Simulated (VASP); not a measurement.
Runs of VASP 6.6.1 on SiC (Moissanite 3C). Symmetry: F-43m, No. 216, cubic system. Conventional cell: a = 4.358 Å, b = 4.358 Å, c = 4.358 Å, α = 90.00°, β = 90.00°, γ = 90.00°. Si (site symmetry -43m) has 4 C at 1.89 Å within 2.5 Å. Within 2.5 Å of C (site symmetry -43m) lie 4 Si at 1.89 Å. 

```tsv
k mesh	gap on the mesh (eV)	pressure (GPa)
8 × 8 × 8	1.23	0.0
10 × 10 × 10	1.23	0.0
12 × 12 × 12	1.23	0.0
6 × 6 × 6	1.23	0.1
4 × 4 × 4	1.18	(a)
```

Alike in all rows: task single point; level PBEsol; potentials or basis VASP PAW PBE potentials, release 64 (Si, C); no spin polarisation; cell as given; cutoff (eV) 600; smearing gaussian 0.01 eV.

Task: Estimate the missing entries.

Result: (a) 0.4.

Caveats: some runs use coarse meshes; the PAW data sets were made with another functional, which shifts forces and pressure a little.

A k mesh can miss the band edges.
